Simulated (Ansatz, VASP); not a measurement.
# Two plane-wave programs on SiC

The input INCAR:

```
SYSTEM = SiC
PREC = Accurate
ENCUT = 600
EDIFF = 1E-6
ISMEAR = 0
SIGMA = 0.02
LREAL = .FALSE.
LASPH = .TRUE.
NELM = 60
ALGO = Normal
ISIF = 3
LWAVE = .FALSE.
LCHARG = .FALSE.
GGA = PS
IBRION = 2
NSW = 80
EDIFFG = -0.01
```

KPOINTS

```
Automatic mesh
0
G
  12 12 6
  0 0 0
```

Contents of POSCAR:

```
SiC
1.0
    3.0765310233      0.0000000000      0.0000000000
   -1.5382655116      2.6643540217      0.0000000000
    0.0000000000      0.0000000000      5.0498693296
Si C
2 2
Direct
    0.6666666667      0.3333333333      0.8754307455
    0.3333333333      0.6666666667      0.3754307455
    0.6666666667      0.3333333333      0.4995682545
    0.3333333333      0.6666666667     -0.0004317455
```

Input for Ansatz:

```yaml
crystal:
  lattice:
    - [3.0765310233, 0.0, 0.0]
    - [-1.5382655116, 2.6643540217, 0.0]
    - [0.0, 0.0, 5.0498693296]
  atoms:
    - { symbol: Si, position: [0.6666666667, 0.3333333333, 0.8754307455] }
    - { symbol: Si, position: [0.3333333333, 0.6666666667, 0.3754307455] }
    - { symbol: C, position: [0.6666666667, 0.3333333333, 0.4995682545] }
    - { symbol: C, position: [0.3333333333, 0.6666666667, -0.0004317455] }
basis:
  ecutwfc: 420
kpoints:
  mp_grid: { grid: [12, 12, 6] }
hamiltonian:
  xc: pbesol
scf:
  occupations: { method: gaussian, width: 0.02 }
output:
  forces: true
  stress: true
  eigenvalues: true
relax:
  adjacent_minimum: "off"
  f_tol: 0.01
  max_steps: 60
  cell: { stress_tol: 0.1 }
```

Alike in both runs: task relaxation of cell and atoms; functional PBEsol; k mesh 12 × 12 × 6; occupations gaussian, width 0.02 eV; no spin polarisation.

|  | VASP | Ansatz |
| --- | --- | --- |
| version | VASP 6.6.1 | Ansatz 0.2.0 |
| potentials or method | VASP PAW PBE potentials, release 64 (Si, C), cutoff 600 eV | scalar-relativistic, plane waves, PAW |
| valence electrons in the cell | 16 | 16 |

```tsv
	VASP	Ansatz	Ansatz less VASP
gap on the k mesh at the Fermi level, each at its own relaxed structure (eV)	2.12	2.12	+0.008
relaxed volume (Å³/atom)	10.35	10.34	-0.009
relaxed cell length with the largest relative difference (Å)	5.050	5.048	-0.0020
```

VASP's potentials were made for PBE, not for PBEsol.

Noted on VASP's run: the relaxation stopped at its first step, so nothing moved.
